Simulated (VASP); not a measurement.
# WS (Cmcm) in VASP: notebook

Runs on WS. Level: PBE. Tasks: single point.

Everything below comes from runs of VASP 6.6.1. Logs are shortened: lines on timing, memory, paths and dates and some standing lists are left out, and cuts for length are marked.

## 1. The cell of the first run

The structure is orthorhombic, space group Cmcm (No. 63). The conventional cell has a = 2.937 Å, b = 13.449 Å, c = 4.010 Å, α = 90.00°, β = 90.00°, γ = 90.00°. W (site symmetry m2m) has 5 S at 2.26 to 2.65 Å and 6 W at 2.83 to 2.94 Å within 3.0 Å. Within 3.0 Å of S (site symmetry m2m) lie 5 W at 2.26 to 2.65 Å and 2 S at 2.94 Å.

## 2. Single point, PBE

INCAR reads:

```
SYSTEM = WS
  PREC = Accurate
  ENCUT = 520
  EDIFF = 1E-7
  ISMEAR = 0
  SIGMA = 0.1
  LREAL = .False.
  LASPH = .True.
  NELM = 80
  ALGO = Normal
  ISIF = 2
  LWAVE = .False.
  LCHARG = .True.
  GGA = PE
  LELF = .True.
  LVHAR = .True.
  NBANDS = 28
```

KPOINTS reads:

```
regular mesh
0
Gamma
  6 6 4
  0 0 0
```

POSCAR reads:

```
WS
1.0
    1.4687481805     -6.7244505456      0.0000000000
    1.4687481805      6.7244505456      0.0000000000
    0.0000000000      0.0000000000      4.0097070880
W S
2 2
Direct
    0.8003132779      0.1996867221      0.7500000000
    0.1996867221      0.8003132779      0.2500000000
    0.6319171994      0.3680828006      0.7500000000
    0.3680828006      0.6319171994      0.2500000000
```

Potentials or basis: VASP PAW PBE potentials, release 64 (W_sv, S).

Command:

```
$ cat potpaw_PBE.64/W_sv/POTCAR potpaw_PBE.64/S/POTCAR > POTCAR
$ mpirun -np 1 vasp_std > vasp.out
```

OUTCAR:

```text
SYSTEM = WS
   PREC = Accurate
   ENCUT = 520
   EDIFF = 1E-7
   ISMEAR = 0
   LREAL = .False.
   LASPH = .True.
   NELM = 80
   ISIF = 2
   GGA = PE

 ion  position               nearest neighbor table
   1  0.800  0.200  0.750-   3 2.26   4 2.65   4 2.65   4 2.65   4 2.65   2 2.83   2 2.83   2 2.83
                             2 2.83
   2  0.200  0.800  0.250-   4 2.26   3 2.65   3 2.65   3 2.65   3 2.65   1 2.83   1 2.83   1 2.83
                             1 2.83
   3  0.632  0.368  0.750-   1 2.26   2 2.65   2 2.65   2 2.65   2 2.65
   4  0.368  0.632  0.250-   2 2.26   1 2.65   1 2.65   1 2.65   1 2.65

  LATTYP: Found a base centered orthorhombic cell.
 ALAT       =     2.9374963610
 B/A-ratio  =     4.5783549793
 C/A-ratio  =     1.3650083592

  Lattice vectors:

 A1 = (   1.4687481805,  -6.7244505456,   0.0000000000)
 A2 = (   1.4687481805,   6.7244505456,   0.0000000000)
 A3 = (   0.0000000000,   0.0000000000,   4.0097070880)

Analysis of symmetry for initial positions (statically):
=====================================================================
 Subroutine PRICEL returns:
 Original cell was already a primitive cell.

 Routine SETGRP: Setting up the symmetry group for a
 base centered orthorhombic supercell.

 Subroutine GETGRP returns: Found  8 space group operations
 (whereof  4 operations were pure point group operations)
 out of a pool of  8 trial point group operations.

The static configuration has the point symmetry C_2h.
 The point group associated with its full space group is D_2h.

Analysis of symmetry for dynamics (positions and initial velocities):
=====================================================================
 Subroutine PRICEL returns:
 Original cell was already a primitive cell.

 Routine SETGRP: Setting up the symmetry group for a
 base centered orthorhombic supercell.

 Subroutine GETGRP returns: Found  8 space group operations
 (whereof  4 operations were pure point group operations)
 out of a pool of  8 trial point group operations.

The dynamic configuration has the point symmetry C_2h.
 The point group associated with its full space group is D_2h.

 Subroutine INISYM returns: Found  8 space group operations
 (whereof  4 operations are pure point group operations),
 and found     1 'primitive' translations

----------------------------------------------------------------------------------------

                                     Primitive cell

  volume of cell :      79.2039

  direct lattice vectors                    reciprocal lattice vectors
     1.468748181 -6.724450546  0.000000000     0.340425954 -0.074355517  0.000000000
     1.468748181  6.724450546  0.000000000     0.340425954  0.074355517  0.000000000
     0.000000000  0.000000000  4.009707088     0.000000000  0.000000000  0.249394776

  length of vectors
     6.882983100  6.882983100  4.009707088     0.348451679  0.348451679  0.249394776

  position of ions in fractional coordinates (direct lattice)
     0.800313278  0.199686722  0.750000000
     0.199686722  0.800313278  0.250000000
     0.631917199  0.368082801  0.750000000
     0.368082801  0.631917199  0.250000000

  ion indices of the primitive-cell ions
   primitive index   ion index
                 1           1
                 2           2
                 3           3
                 4           4

----------------------------------------------------------------------------------------

 KPOINTS: regular mesh

Automatic generation of k-mesh.
 Grid dimensions read from file:
 generate k-points for:    6    6    4

 Generating k-lattice:

  Cartesian coordinates                     Fractional coordinates (reciprocal lattice)
     0.056737659 -0.012392586  0.000000000     0.166666667  0.000000000  0.000000000
     0.056737659  0.012392586  0.000000000     0.000000000  0.166666667  0.000000000
     0.000000000  0.000000000  0.062348694     0.000000000  0.000000000  0.250000000

  Length of vectors
     0.058075280  0.058075280  0.062348694

  Shift w.r.t. Gamma in fractional coordinates (k-lattice)
     0.000000000  0.000000000  0.000000000

 Subroutine IBZKPT returns following result:
 ===========================================

 Found     39 irreducible k-points:

 Following reciprocal coordinates:
            Coordinates               Weight
  0.000000  0.000000  0.000000      1.000000
  0.166667  0.000000  0.000000      4.000000
  0.333333 -0.000000  0.000000      4.000000
  0.500000 -0.000000  0.000000      2.000000
  0.166667  0.166667  0.000000      2.000000
  0.333333  0.166667  0.000000      4.000000
[... 16 lines left out ...]
  0.333333  0.333333  0.250000      4.000000
  0.500000  0.333333  0.250000      8.000000
 [... further k-points ...]
   k-points           NKPTS =     39   k-points in BZ     NKDIM =     39   number of bands    NBANDS=     28
   number of dos      NEDOS =    301   number of ions     NIONS =      4
   total plane-waves  NPLWV =  87480
   dimension x,y,z NGX =    54 NGY =   54 NGZ =   30
   dimension x,y,z NGXF=   108 NGYF=  108 NGZF=   60
   ions per type =               2   2
   NGX,Y,Z   is equivalent  to a cutoff of  13.04, 13.04, 12.44 a.u.
   NGXF,Y,Z  is equivalent  to a cutoff of  26.09, 26.09, 24.88 a.u.
 SYSTEM =  WS
   PREC   = accura    normal or accurate (medium, high low for compatibility)
   ISTART =      0    job   : 0-new  1-cont  2-samecut
   ICHARG =      2    charge: 1-file 2-atom 10-const
   ISPIN  =      1    spin polarized calculation?
   LNONCOLLINEAR =      F non collinear calculations
   LSORBIT =      F    spin-orbit coupling
   LASPH  =      T    aspherical Exc in radial PAW
   ENCUT  =  520.0 eV  38.22 Ry    6.18 a.u.  12.80 12.80  7.46*2*pi/ulx,y,z
   NELM   =     80;   NELMIN=  2; NELMDL= -5     # of ELM steps
   EDIFF  = 0.1E-06   stopping-criterion for ELM
   LREAL  =      F    real-space projection
   EDIFFG = 0.1E-05   stopping-criterion for IOM
   NSW    =      0    number of steps for IOM
   IBRION =     -1    ionic relax: 0-MD 1-quasi-New 2-CG
   NFREE  =      0    steps in history (QN), initial steepest desc. (CG)
   ISIF   =      2    stress and relaxation
   ISYM   =      2    0-nonsym 1-usesym 2-fastsym
   POTIM  = 0.5000    time-step for ionic-motion
   TEBEG  =    0.0;   TEEND  =   0.0 temperature during run
   PSTRESS=    0.0 pullay stress
   NELECT =      40.0000    total number of electrons
   NUPDOWN=      -1.0000    fix difference up-down
   EMIN   =  10.00;   EMAX   =-10.00  energy-range for DOS
   EFERMI =   0.00;   METHOD = LEGACY
   ISMEAR =     0;   SIGMA  =   0.10  broadening in eV -4-tet -1-fermi 0-gaus
   EFERMI_NEDOS =   21; number of points for ismear=-14 and -15
   IALGO  =     38    algorithm
   IMIX   =      4    mixing-type and parameters
     AMIX     =   0.40;   BMIX     =  1.00
     AMIX_MAG =   1.60;   BMIX_MAG =  1.00
  volume/ion in A,a.u.               =      19.80       133.62
  Fermi-wavevector in a.u.,A,eV,Ry     =   1.303705  2.463645 23.125087  1.699646
  Thomas-Fermi vector in A             =   2.434689
   LORBIT       =      0    0 simple, 1 ext, 2 COOP (PROOUT), +10 PAW based schemes
   GGA     = PE    functional components
   LHFCALC =     F    Hartree Fock is set to
   AEXX    =    0.0000 exact exchange contribution
   IVDW    =     0    specifies the selected vdW correction
   LEPSILON=     F    determine dielectric tensor
   LRPA    =     F    only Hartree local field effects (RPA)
 non-spin polarized calculation
 Gauss-broadening in eV      SIGMA  =   0.10
  energy-cutoff  :      520.00
  volume of cell :       79.20
 maximum number of plane-waves:      2158
 NGX is ok and might be reduce to    54
   NGX = 25   NGY = 25   NGZ = 15

 number of electron      39.9999996 magnetization

 Free energy of the ion-electron system (eV)
  ---------------------------------------------------
  ext. energy  EPLUGINS =         0.00000000
  ---------------------------------------------------
  free energy    TOTEN  =       -33.43685139 eV

  energy without entropy =      -33.42986558  energy(sigma->0) =      -33.43335849

 E-fermi :   7.1278     XC(G=0): -10.5648

 val. band max:        7.0205658082   @ k =  -0.3333   0.1667   0.2500
 cond. band min:       7.1623883632   @ k =   0.3333   0.1667   0.0000
 fundamental gap:      0.1418225550
 Fermi energy:         7.1277527752

 k-point     1 :       0.0000    0.0000    0.0000
  band No.  band energies     occupation
      1     -66.9293      2.00000
      2     -66.8498      2.00000
      3     -31.4516      2.00000
      4     -31.3600      2.00000
      5     -31.2837      2.00000
      6     -30.9901      2.00000
[... 20 lines left out ...]
     27      11.7508      0.00000
     28      12.6783      0.00000

 k-point     2 :       0.1667    0.0000    0.0000
  band No.  band energies     occupation
      1     -66.9180      2.00000
      2     -66.8491      2.00000
      3     -31.4438      2.00000
      4     -31.3230      2.00000
      5     -31.3078      2.00000
      6     -31.0504      2.00000
[... 20 lines left out ...]
     27      11.0398      0.00000
     28      13.2878      0.00000

 k-point     3 :       0.3333   -0.0000    0.0000
  band No.  band energies     occupation
      1     -66.8913      2.00000
      2     -66.8515      2.00000
      3     -31.4607      2.00000
      4     -31.4491      2.00000
      5     -31.1732      2.00000
      6     -31.1148      2.00000
[... 20 lines left out ...]
     27      11.8628      0.00000
     28      14.1493      0.00000

 k-point     4 :       0.5000   -0.0000    0.0000
  band No.  band energies     occupation
      1     -66.8653      2.00000
      2     -66.8653      2.00000
      3     -31.5142      2.00000
      4     -31.5142      2.00000
      5     -31.1312      2.00000
      6     -31.1312      2.00000
[... 20 lines left out ...]
     27      12.8059      0.00000
     28      13.0280      0.00000

 k-point     5 :       0.1667    0.1667    0.0000
  band No.  band energies     occupation
      1     -66.8913      2.00000
      2     -66.8515      2.00000
      3     -31.4607      2.00000
      4     -31.4491      2.00000
      5     -31.1732      2.00000
      6     -31.1148      2.00000
[... 20 lines left out ...]
     27      11.8237      0.00000
     28      14.2577      0.00000

 k-point     6 :       0.3333    0.1667    0.0000
  band No.  band energies     occupation
      1     -66.8653      2.00000
      2     -66.8653      2.00000
      3     -31.5143      2.00000
      4     -31.5142      2.00000
      5     -31.1312      2.00000
      6     -31.1312      2.00000
[... 463 lines left out ...]
      5     -31.2038      2.00000
      6     -30.9621      2.00000
[... 20 lines left out ...]
     27      11.5670      0.00000
     28      13.1999      0.00000

 k-point    22 :      -0.1667    0.1667    0.2500
  band No.  band energies     occupation
      1     -66.9176      2.00000
      2     -66.8614      2.00000
      3     -31.4803      2.00000
      4     -31.4802      2.00000
      5     -31.1083      2.00000
      6     -30.9526      2.00000
[... 20 lines left out ...]
     27      11.2320      0.00000
     28      13.6173      0.00000

 k-point    23 :       0.3333    0.3333    0.2500
  band No.  band energies     occupation
      1     -66.8854      2.00000
      2     -66.8572      2.00000
      3     -31.4620      2.00000
      4     -31.4079      2.00000
      5     -31.3274      2.00000
      6     -31.1535      2.00000
[... 20 lines left out ...]
     27      11.4891      0.00000
     28      12.6021      0.00000

 k-point    24 :       0.5000    0.3333    0.2500
  band No.  band energies     occupation
      1     -66.9078      2.00000
      2     -66.8591      2.00000
      3     -31.4645      2.00000
      4     -31.4359      2.00000
      5     -31.2038      2.00000
      6     -30.9621      2.00000
[... 20 lines left out ...]
     27      11.9159      0.00000
     28      12.8132      0.00000

 [... further k-points ...]

------------------------ aborting loop because EDIFF is reached ----------------------------------------

  FORCE on cell =-STRESS in cart. coord.  units (eV):
  Direction    XX          YY          ZZ          XY          YZ          ZX
  --------------------------------------------------------------------------------------
  -------------------------------------------------------------------------------------
  Total       -0.0513778      0.0495967      0.0720408      0.0000000      0.0000000      0.0000000
  in kB       -1.0392951      1.0032671      1.4572775      0.0000000      0.0000000      0.0000000
  external PRESSURE =       0.4737498 kB  Pullay stress =       0.0000000 kB

 VOLUME and BASIS-vectors are now :
 -----------------------------------------------------------------------------
  energy-cutoff  :      520.00
  volume of cell :       79.20
      direct lattice vectors                 reciprocal lattice vectors
     1.468748181 -6.724450546  0.000000000     0.340425954 -0.074355517  0.000000000
     1.468748181  6.724450546  0.000000000     0.340425954  0.074355517  0.000000000
     0.000000000  0.000000000  4.009707088     0.000000000  0.000000000  0.249394776

 POSITION                                       TOTAL-FORCE (eV/Angst)
 -----------------------------------------------------------------------------------
      1.46875     -4.03888      3.00728         0.000000      0.006771     -0.000000
      1.46875      4.03888      1.00243         0.000000     -0.006771     -0.000000
      1.46875     -1.77414      3.00728         0.000000      0.019544      0.000000
      1.46875      1.77414      1.00243         0.000000     -0.019544      0.000000
 -----------------------------------------------------------------------------------
    total drift:                                0.000000     -0.000000     -0.000000

  FREE ENERGIE OF THE ION-ELECTRON SYSTEM (eV)
  ---------------------------------------------------
  free  energy   TOTEN  =       -33.4368513948 eV

  energy  without entropy=      -33.4298655775  energy(sigma->0) =      -33.43335849
```

It took 2.2 min on 1 thread of Intel Xeon Platinum 8259CL at 2.50GHz (Skylake/Cascade Lake), shared host; peak memory 0.31 GiB.

What came out:

```yaml
Free_energy: -33.4369 eV
Pressure: 0.0 GPa
Largest_force: 0.020 eV/Å
Band_gap_on_the_k_mesh: zero (band 20 reaches 7.25 eV, above the bottom of band 21 at 7.01 eV)
```

Forces on the atoms (eV/Å):
```
W    0.000  0.007  0.000
W    0.000 -0.007  0.000
S    0.000  0.020  0.000
S    0.000 -0.020  0.000
```

Stress tensor (GPa, compression positive):
```
-0.10  0.00  0.00
 0.00  0.10  0.00
 0.00  0.00  0.15
```

Caveat: the k points lie up to 0.39 Å⁻¹ apart; spin-orbit coupling is left out, which moves the levels of the heavy elements.

## 3. Single point, PBE

This run uses another cell than the first one, of 18.20 Å³/atom, 0.919 times its volume.

INCAR reads:

```
SYSTEM = WS
PREC = Accurate
ENCUT = 520
EDIFF = 1E-7
ISMEAR = 0
SIGMA = 0.1
LREAL = .FALSE.
LASPH = .TRUE.
NELM = 80
ALGO = Normal
ISIF = 2
LWAVE = .FALSE.
LCHARG = .TRUE.
GGA = PE
LELF = .TRUE.
LVHAR = .TRUE.
NBANDS = 28
```

KPOINTS reads:

```
regular mesh
0
G
  6 6 6
  0 0 0
```

POSCAR reads:

```
WS
1.0
    1.9077290588     -5.0335689017      0.0000000000
    1.9077290588      5.0335689017      0.0000000000
    0.0000000000      0.0000000000      3.7896779951
W S
2 2
Direct
    0.8540000000      0.1460000000      0.7500000000
    0.1460000000      0.8540000000      0.2500000000
    0.5500000000      0.4500000000      0.7500000000
    0.4500000000      0.5500000000      0.2500000000
```

Potentials or basis: VASP PAW PBE potentials, release 64 (W_sv, S).

Command:

```
$ cat potpaw_PBE.64/W_sv/POTCAR potpaw_PBE.64/S/POTCAR > POTCAR
$ mpirun -np 1 vasp_std > vasp.out
```

Run time: 92 s. Hardware: 1 thread of Intel Xeon Platinum 8259CL at 2.50GHz (Skylake/Cascade Lake), shared host; peak memory 0.25 GiB.

It converged, with:

| Item | Value |
| --- | --- |
| Free energy | -25.9297 eV |
| Pressure | -16.0 GPa |
| Largest force | 3.197 eV/Å |
| Band gap on the k mesh | zero (band 20 reaches 9.22 eV, above the bottom of band 21 at 8.14 eV) |

Forces in eV/Å, atoms in the order of the input:
```
W    0.000  0.830  0.000
W    0.000 -0.830  0.000
S    0.000 -3.197  0.000
S    0.000  3.197  0.000
```

Stress tensor (GPa, compression positive):
```
-26.91   0.00   0.00
  0.00 -21.54   0.00
  0.00   0.00   0.32
```

Levels at points of the mesh, in eV from the Fermi level:
```tsv
k point	band 17	band 18	band 19	band 20	band 21	band 22	band 23	band 24
(0.00, 0.00, 0.00)	-1.65	-1.17	-1.05	-0.58	-0.50	-0.43	-0.14	0.51
(0.50, 0.00, 0.00)	-2.09	-1.20	-0.62	-0.43	-0.34	0.14	0.48	1.37
(0.50, 0.50, 0.00)	-1.42	-1.23	-0.44	-0.39	0.02	0.14	0.16	0.29
(0.00, 0.00, 0.50)	-0.66	-0.66	0.12	0.12	0.14	0.14	0.71	0.71
(0.50, 0.00, 0.50)	-0.46	-0.46	0.29	0.29	0.71	0.71	1.53	1.53
(0.50, 0.50, 0.50)	-1.48	-1.48	-1.46	-1.46	0.02	0.02	2.61	2.61
```

Caveat: spin-orbit coupling is left out, which moves the levels of the heavy elements; forces of over 1 eV/Å act on the atoms, so gaps and moduli don't describe the material at rest.
